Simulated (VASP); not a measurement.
Write the native input for VASP 6.6.1 that does the following.

```
Task                   : relaxation of cell and atoms
Functional             : PBE
Potentials or basis    : VASP PAW PBE potentials, release 64 (Mg, O)
Cutoff                 : 600 eV
k mesh                 : 12 × 12 × 2
Occupations            : fermi-dirac, width 0.02 eV
Spin                   : no spin polarisation
Dipole correction      : no
Further INCAR settings : ALGO = Normal; EDIFF = 1e-07; IBRION = 2; EDIFFG = -0.005; NSW = 80; ISIF = 3
```

The structure of MgO lies in POSCAR:

```
MgO
1.0
    2.9605408588      0.0000000000      0.0000000000
   -1.4802704294      2.5639035926      0.0000000000
    0.0000000000      0.0000000000     29.4156207100
Mg O
12 12
Direct
    0.3333333300      0.6666666700      0.8349988900
    0.6666666700      0.3333333300      0.1650011100
    0.6666666700      0.3333333300      0.3349988900
    0.3333333300      0.6666666700      0.6650011100
    0.3333333300      0.6666666700      0.4174392900
    0.6666666700      0.3333333300      0.5825607100
    0.6666666700      0.3333333300      0.9174392900
    0.3333333300      0.6666666700      0.0825607100
    0.0000000000      0.0000000000      0.2500000000
    0.0000000000      0.0000000000      0.7500000000
    0.0000000000      0.0000000000      0.0000000000
    0.0000000000      0.0000000000      0.5000000000
    0.3333333300      0.6666666700      0.9587451600
    0.6666666700      0.3333333300      0.0412548400
    0.6666666700      0.3333333300      0.4587451600
    0.3333333300      0.6666666700      0.5412548400
    0.3333333300      0.6666666700      0.2060794700
    0.6666666700      0.3333333300      0.7939205300
    0.6666666700      0.3333333300      0.7060794700
    0.3333333300      0.6666666700      0.2939205300
    0.0000000000      0.0000000000      0.1237604800
    0.0000000000      0.0000000000      0.8762395200
    0.0000000000      0.0000000000      0.6237604800
    0.0000000000      0.0000000000      0.3762395200
```

These files were run (other wordings do the same):

INCAR

```
PREC = Accurate
ENCUT = 600
EDIFF = 1E-7
ISMEAR = -1
SIGMA = 0.02
LREAL = False
LASPH = True
NELM = 120
ALGO = Normal
ISIF = 3
LWAVE = False
LCHARG = False
GGA = PE
IBRION = 2
NSW = 80
EDIFFG = -0.005
GGA_COMPAT = False
NELMIN = 4
KPAR = 4
```

KPOINTS

```
regular mesh
0
Gamma
  12 12 2
```

Potentials or basis: VASP PAW PBE potentials, release 64 (Mg, O).

Launch:

```sh
$ cat potpaw_PBE.64/Mg/POTCAR potpaw_PBE.64/O/POTCAR > POTCAR
$ mpirun -np 4 vasp_std > vasp.out
```

It gave:

- Relaxed volume: 9.62 Å³/atom
- Relaxed cell: a = 2.994 Å, b = 2.994 Å, c = 29.740 Å, α = 90.00°, β = 90.00°, γ = 120.00°
- Space group after relaxing (to 0.1 Å): P6_3/mmc (No. 194)
- Energy gained by relaxing: 5.1 meV/atom
- Ionic steps: 7
- Pressure after relaxing: 0.0 GPa
- Largest force after relaxing: 0.003 eV/Å
- Band gap on the k mesh: 4.08 eV

It took 25 min on 4 MPI ranks on Oxide Virtual Turin-like Processor, on a shared host, peak memory 0.68 GiB a rank.
